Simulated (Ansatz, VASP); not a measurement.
# CsBr in VASP and in Ansatz

Contents of INCAR:

```
PREC     = Accurate       # precision mode
ENCUT    = 500            # plane-wave cutoff, eV
EDIFF    = 1E-6           # SCF threshold, eV
ISMEAR   = 0              # smearing method
SIGMA    = 0.01           # smearing width, eV
LREAL    = F              # projectors in reciprocal space
LASPH    = T              # aspherical terms in the spheres
NELM     = 200            # most SCF steps
ALGO     = Normal         # electronic algorithm
ISIF     = 2              # what is computed and relaxed
LWAVE    = F              # write WAVECAR
LCHARG   = F              # write CHGCAR
MAGMOM   = 0 0 0 0 0 0    # initial moments
LORBIT   = 11             # projections on sites
LSORBIT  = T              # spin-orbit coupling
GGA_COMPAT= F            
LORBMOM  = T            
GGA      = PS             # functional
NBANDS   = 28             # bands
```

KPOINTS

```
Automatic mesh
0
Gamma
  6 6 6
```

File POSCAR:

```
CsBr
1.0
    4.2401720674      0.0000000000      0.0000000000
    0.0000000000      4.2401720674      0.0000000000
    0.0000000000      0.0000000000      4.2401720674
Cs Br
1 1
Direct
    0.0000000000      0.0000000000      0.0000000000
    0.5000000000      0.5000000000      0.5000000000
```

Input for Ansatz:

```yaml
crystal:
  lattice:
    - [4.24017206741, 0.0, 0.0]
    - [0.0, 4.24017206741, 0.0]
    - [0.0, 0.0, 4.24017206741]
  atoms:
    - { symbol: Cs, position: [0.0, 0.0, 0.0] }
    - { symbol: Br, position: [0.5, 0.5, 0.5] }
kpoints:
  mp_grid: { grid: [6, 6, 6] }
scf:
  occupations: { method: fixed }
hamiltonian:
  xc: pbesol
  pseudopotentials: { kind: paw_fr }
magnetization:
  noncollinear: true
  spin_orbit: true
output:
  forces: true
  stress: true
  eigenvalues: true
  eigenstates:
    nscf_kmesh: { grid: [8, 8, 8] }
    de_dk: true
    e_range: [-9, 14.45273998064]
checkpoint:
  write: ck
  write_wavefunctions: false
```

Alike in both runs: task single point; functional PBEsol; k mesh 6 × 6 × 6; non-collinear spin, spin-orbit coupling.

|  | VASP | Ansatz |
| --- | --- | --- |
| version | VASP 6.6.1 | Ansatz 0.2.0 |
| potentials or method | VASP PAW PBE potentials, release 64 (Cs_sv, Br) | PAW with Ansatz's default frozen-core files, fully relativistic files with spin-orbit coupling |
| plane-wave cutoff (eV) | 500 | 420 |
| occupations | gaussian, width 0.01 eV | fixed |
| valence electrons in the cell | 16 | 16 |

|  | VASP | Ansatz | Ansatz less VASP |
| --- | --- | --- | --- |
| pressure (GPa) | 0.1 | 0.0 | -0.05 |

VASP's potentials were made for PBE, not for PBEsol.
